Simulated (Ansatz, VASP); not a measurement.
# Zn in VASP and in Ansatz

INCAR

```
SYSTEM = Zn
PREC = Accurate
ENCUT = 520
EDIFF = 1E-8
ISMEAR = -1
SIGMA = 0.03
LREAL = .FALSE.
LASPH = .TRUE.
NELM = 80
ALGO = Normal
ISIF = 2
LWAVE = .FALSE.
LCHARG = .FALSE.
GGA = PS
LEFG = .TRUE.
NBANDS = 19
```

File KPOINTS:

```
regular mesh
0
G
  18 18 8
  0 0 0
```

File POSCAR:

```
Zn
1.0
    2.6103991554      0.0000000000      0.0000000000
   -1.3051995777      2.2606719826      0.0000000000
    0.0000000000      0.0000000000      4.8457186040
Zn
2
Direct
    0.3333333333      0.6666666667      0.2500000000
    0.6666666667      0.3333333333      0.7500000000
```

Input for Ansatz:

```yaml
crystal:
  lattice:
    - [2.6103991554, 0.0, 0.0]
    - [-1.3051995777, 2.2606719826, 0.0]
    - [0.0, 0.0, 4.845718604]
  atoms:
    - { symbol: Zn, position: [0.3333333333, 0.6666666667, 0.25] }
    - { symbol: Zn, position: [0.6666666667, 0.3333333333, 0.75] }
kpoints:
  mp_grid: { grid: [18, 18, 8] }
scf:
  occupations: { method: fermi_dirac, width: 0.03 }
hamiltonian:
  xc: pbesol
  pseudopotentials: { kind: all_electron, datasets: crystal }
output:
  forces: true
  stress: true
  eigenvalues: true
  efg: { contact_densities: true }
```

Change from the starting cell: volume scaled by 0.94, crystal datasets.

Alike in both runs: task electric field gradients; functional PBEsol; k mesh 18 × 18 × 8; occupations fermi-dirac, width 0.03 eV; no spin polarisation.

```csv
,VASP,Ansatz
version,VASP 6.6.1,Ansatz 0.2.0
potentials or method,"VASP PAW PBE potentials, release 64 (Zn), cutoff 520 eV","all-electron PAW with datasets made for the crystal, scalar-relativistic"
```

```tsv
	VASP	Ansatz	Ansatz less VASP
pressure (GPa)	-0.3	-0.7	-0.44
traceless stress, the component that is largest in VASP (GPa)	0.28	0.43	+0.149
size of Vzz on the site where it differs most (V/Å²)	39.1	38.3	-0.82
```

VASP's potentials were made for PBE, not for PBEsol. Ansatz ran all-electron here, and VASP with PAW potentials.
